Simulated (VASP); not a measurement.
Crystal: Ni.

```
CELL_PARAMETERS angstrom
0.00000 1.71213 1.71213
1.71213 0.00000 1.71213
1.71213 1.71213 0.00000
ATOMIC_POSITIONS crystal
Ni 0.00000 0.00000 0.00000
```

Base run:

| Property | Result |
| --- | --- |
| Program | VASP 6.6.1 |
| Functional | LDA |
| Potentials or basis | VASP PAW LDA potentials, release 64 (Ni) |
| Cutoff | 520 eV |
| k mesh | 24 × 24 × 24 |
| Occupations | gaussian, width 0.15 eV |
| Spin | collinear spin, ferromagnetic start |
| Starting moments | [0.625] μB |
| Fixed moment | 0.625 μB |

Its results: pressure 0.1 GPa; site moments Ni +0.62 μB.

**Question.** The run is repeated on the same cell with these changes: fixed moment from 0.625 μB to 0.375 μB; moments at the start from [0.62] to [0.38]. What comes out?

**Answer.** Pressure -0.8 GPa; site moments Ni +0.38 μB.

Caveats: the total moment is fixed, so each spin has its own Fermi level.
